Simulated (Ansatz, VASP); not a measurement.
BeAl3 in VASP and in Ansatz

```
Al Be
1.0
    -1.94219    1.94219    3.77486
     1.94219   -1.94219    3.77486
     1.94219    1.94219   -3.77486
Al Be
3 1
Direct
  0.50000 0.50000 0.00000
  0.25000 0.75000 0.50000
  0.75000 0.25000 0.50000
  0.00000 0.00000 0.00000
```

Alike in both runs: functional PBE; k mesh 8 × 8 × 8; occupations fermi-dirac, width 0.05 eV; no spin polarisation.

|  | VASP | Ansatz |
| --- | --- | --- |
| version | VASP 6.6.1 | Ansatz 0.2.0 |
| potentials or method | VASP PAW PBE potentials, release 64 (Al, Be) | Ansatz PAW |
| plane-wave cutoff (eV) | 520 | 420 |
| valence electrons in the cell | 11 | 11 |
| task | single point | band structure |

```tsv
	VASP	Ansatz	Ansatz less VASP
gap on the k mesh at the Fermi level (eV)	none	none	-
pressure (GPa)	2.7	2.7	+0.01
traceless stress, the component that is largest in VASP (GPa)	1.07	1.08	+0.002
```

A gap of «none» marks a metal or a gap that the smearing closes. With one functional, cell and mesh, what is left measures potentials, basis and numerics.
